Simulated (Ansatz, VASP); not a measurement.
**LiH in VASP and in Ansatz**

```
CELL_PARAMETERS angstrom
0.00000 2.14512 2.16657
2.14512 0.00000 2.16657
2.14512 2.14512 0.00000
ATOMIC_POSITIONS crystal
Li 0.00000 0.00000 0.00000
H 0.25000 0.25000 0.25000
```

Change from the starting cell: uniaxial_z strain +1.0%.

Alike in both runs: task single point; functional PBE; k mesh 10 × 10 × 10; occupations fermi-dirac, width 0.02 eV; no spin polarisation.

|  | VASP | Ansatz |
| --- | --- | --- |
| version | VASP 6.6.1 | Ansatz 0.2.0 |
| potentials or method | VASP PAW PBE potentials, release 64 (Li_sv, H) | plane waves, PAW |
| plane-wave cutoff (eV) | 520 | 420 |
| valence electrons in the cell | 4 | 4 |

Ansatz gave:

```
gap on the k mesh at the Fermi level (eV) : 4.20
```

What did VASP give for the same quantities?

gap on the k mesh at the Fermi level (eV): 4.21.

Noted on VASP's run: the cutoff is short for stress, so the pressure is rough.
